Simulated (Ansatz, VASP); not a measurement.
This is a calculation of MnSi for Ansatz 0.2.0.

File input.yaml:

```yaml
crystal:
  lattice:
    - [2.9470558152, 0.0, 0.0]
    - [0.0, 2.9470558152, 0.0]
    - [0.0, 0.0, 2.9470558152]
  atoms:
    - { symbol: Mn, position: [0.5, 0.5, 0.5], spin: 4.0 }
    - { symbol: Si, position: [0.0, 0.0, 0.0] }
kpoints:
  mp_grid: { grid: [9, 9, 9] }
scf:
  occupations: { method: fermi_dirac, width: 0.05 }
hamiltonian:
  xc: pbe
  pseudopotentials: { kind: all_electron, lapw: { basis_error: 0.0005 } }
magnetization:
  spin_polarized: true
output:
  forces: true
  stress: true
  eigenvalues: true
```

Potentials or basis: all-electron LAPW, scalar-relativistic.

Run with:

```sh
$ ansatz run input.yaml --threads 2 --pin off --max-ram 6144MiB --backend cpu --events-out ev --progress --plain --runs-dir out
```

Question: Translate it to VASP 6.6.1. Potentials there: VASP PAW PBE potentials, release 64 (Mn_pv, Si).

Answer: As run (the cutoff follows the program's own potentials):

INCAR

```
SYSTEM = MnSi
PREC = Accurate
ENCUT = 520
EDIFF = 1E-7
ISMEAR = -1
SIGMA = 0.05
LREAL = .False.
LASPH = .True.
NELM = 150
ALGO = Normal
ISIF = 2
LWAVE = .False.
LCHARG = .True.
ISPIN = 2
MAGMOM = 4 0
LORBIT = 11
LMAXMIX = 4
GGA = PE
LELF = .True.
LVHAR = .True.
NBANDS = 20
```

Contents of KPOINTS:

```
regular mesh
0
Gamma
  9 9 9
  0 0 0
```

The input POSCAR:

```
MnSi
1.0
    2.9470558152      0.0000000000      0.0000000000
    0.0000000000      2.9470558152      0.0000000000
    0.0000000000      0.0000000000      2.9470558152
Mn Si
1 1
Direct
    0.5000000000      0.5000000000      0.5000000000
    0.0000000000      0.0000000000      0.0000000000
```

Potentials or basis: VASP PAW PBE potentials, release 64 (Mn_pv, Si).

Command:

```bash
$ cat potpaw_PBE.64/Mn_pv/POTCAR potpaw_PBE.64/Si/POTCAR > POTCAR
$ mpirun -np 1 vasp_std > vasp.out
```

Both were run:

|  | VASP | Ansatz | Ansatz less VASP |
| --- | --- | --- | --- |
| gap on the k mesh at the Fermi level (eV) | none | none | - |
| pressure (GPa) | -22.2 | -22.1 | +0.07 |
| net moment per atom (μB) | 0.42 | 0.43 | +0.001 |
| size of the moment on the site where the two differ most (μB) | 0.92 | 0.94 | +0.022 |

Site moments also hang on the region over which each program counts them. A gap of «none» marks a metal or a gap that the smearing closes. Ansatz ran all-electron here, and VASP with PAW potentials.
